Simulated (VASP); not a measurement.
Write the native input for VASP 6.6.1 that does the following.

| Quantity | Value |
| --- | --- |
| Task | single point |
| Functional | PBE |
| Potentials or basis | VASP PAW PBE potentials, release 64 (Na_pv, W_sv, F) |
| Cutoff | 520 eV |
| k mesh | 4 × 4 × 4 |
| Occupations | gaussian, width 0.1 eV |
| Spin | collinear spin |
| Starting moments | [0.0, 3.36, 0.01, 0.01, 0.01] μB |
| Dipole correction | no |
| Further INCAR settings | ALGO = Normal; EDIFF = 1e-06; NBANDS = 33 |

The structure of NaWF3 lies in POSCAR:

```
NaWF3
1.0
    4.0640950235      0.0000000000      0.0000000000
    0.0000000000      4.0640950235      0.0000000000
    0.0000000000      0.0000000000      4.0640950235
Na W F
1 1 3
Direct
    0.5000000000      0.5000000000      0.5000000000
    0.0000000000      0.0000000000      0.0000000000
    0.0000000000      0.5000000000      0.5000000000
    0.5000000000      0.0000000000      0.5000000000
    0.5000000000      0.5000000000      0.0000000000
```

The cell was built from a structure type or drawn by symmetry, and may not be a known phase.

One way to write it, as run:

INCAR

```
SYSTEM = NaWF3
  PREC = Accurate
  ENCUT = 520
  EDIFF = 1E-6
  ISMEAR = 0
  SIGMA = 0.1
  LREAL = .FALSE.
  LASPH = .TRUE.
  NELM = 150
  ALGO = Normal
  ISIF = 2
  LWAVE = .FALSE.
  LCHARG = .FALSE.
  ISPIN = 2
  MAGMOM = 0 3.36 0.01 0.01 0.01
  LORBIT = 11
  LMAXMIX = 4
  GGA = PE
  NBANDS = 33
```

KPOINTS

```
Automatic mesh
0
G
  4 4 4
  0 0 0
```

Potentials or basis: VASP PAW PBE potentials, release 64 (Na_pv, W_sv, F).

Launch:

```console
$ cat potpaw_PBE.64/Na_pv/POTCAR potpaw_PBE.64/W_sv/POTCAR potpaw_PBE.64/F/POTCAR > POTCAR
$ mpirun -np 1 vasp_std > vasp.out
```

It gave:

```
Pressure                                              : 0.1 GPa
Band gap on the k mesh                                : zero (filled and empty bands overlap)
Net moment                                            : 4.00 μB per cell
Site moments                                          : Na -0.00; W +3.16; F +0.01 μB
Valence electrons inside the program's atomic spheres : Na 6.16; W 11.40; F 6.06
```

Caveat: the k points lie up to 0.39 Å⁻¹ apart, too coarse for converged energies and pressures of a metal; spin-orbit coupling is left out, which moves the levels of the heavy elements.

Wall time 23 s on 1 thread of Intel(R) Xeon(R) 6975P-C (Granite Rapids), on a shared host, peak memory 0.2 GiB.
